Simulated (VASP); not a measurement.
Runs of VASP 6.6.1 on KI2. The structure is that of space group P4/mmm (No. 123), or close to it. The cells are those of the table. 

```csv
cell,k mesh,gap on the mesh (eV),pressure (GPa),largest force (eV/Å)
"a = 3.892, b = 3.892, c = 7.436 Å, 3 atoms",4 × 4 × 4,none,3.4,0.12
"a = 4.768, b = 4.768, c = 6.576 Å, 3 atoms",10 × 10 × 8,none,(a),-
"a = 4.456, b = 4.456, c = 6.433 Å, 3 atoms",10 × 10 × 8,none,(c),0.01
"a = 4.522, b = 4.522, c = 6.459 Å, 3 atoms",10 × 10 × 8,none,1.1,0.01
"a = 4.712, b = 4.712, c = 6.537 Å, 3 atoms",10 × 10 × 8,none,0.0,0.01
"a = 4.587, b = 4.587, c = 6.484 Å, 3 atoms",10 × 10 × 8,none,0.7,0.01
"a = 4.651, b = 4.651, c = 6.509 Å, 3 atoms",10 × 10 × 8,none,(b),-
```

Alike in all rows: task single point; level PBE; potentials or basis VASP PAW PBE potentials, release 64 (K_sv, I); no spin polarisation; cutoff (eV) 520; smearing gaussian 0.1 eV.

Question: Estimate the missing entries.

Answer: (a) -0.3; (b) 0.3; (c) 1.7.

Caveats: some runs use coarse meshes; spin-orbit coupling is left out, which moves the levels of the heavy elements; an odd number of electrons without spin polarisation forces a metal; a magnetic or distorted state may lie lower.

A k mesh can miss the band edges, and the runs leave out spin-orbit coupling on I.

A gap of «none» marks levels without a gap at the run's occupations.
